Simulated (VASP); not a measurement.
A run of VASP 6.6.1 is set up as follows.

File INCAR:

```
ALGO     = Normal         # electronic algorithm
EDIFF    = 1E-6           # SCF threshold, eV
ENCUT    = 520            # plane-wave cutoff, eV
ISIF     = 2              # what is computed and relaxed
ISMEAR   = -1             # smearing method
LASPH    = True           # aspherical terms in the spheres
LCHARG   = False          # write CHGCAR
LREAL    = False          # projectors in reciprocal space
LWAVE    = False          # write WAVECAR
NBANDS   = 11             # bands
NELM     = 80             # most SCF steps
PREC     = Accurate       # precision mode
SIGMA    = 0.08           # smearing width, eV
```

File KPOINTS:

```
k-points
0
Gamma
  12 12 12
```

File POSCAR:

```
BP
1.0
    0.0000000000      2.2988586873      2.2988586873
    2.2988586873      0.0000000000      2.2988586873
    2.2988586873      2.2988586873      0.0000000000
B P
1 1
Direct
    0.0000000000      0.0000000000      0.0000000000
    0.7500000000      0.7500000000      0.7500000000
```

Potentials or basis: VASP PAW LDA potentials, release 64 (B, P).

Run with:

```console
$ cat potpaw_LDA.64/B/POTCAR potpaw_LDA.64/P/POTCAR > POTCAR
$ mpirun -np 1 vasp_std > vasp.out
```

(1) Estimate the pressure.

(2) What does it give for the band gap on the k mesh?

Results:

(1) -11.0 GPa.

(2) 1.23 eV, indirect (least direct gap 3.32 eV).
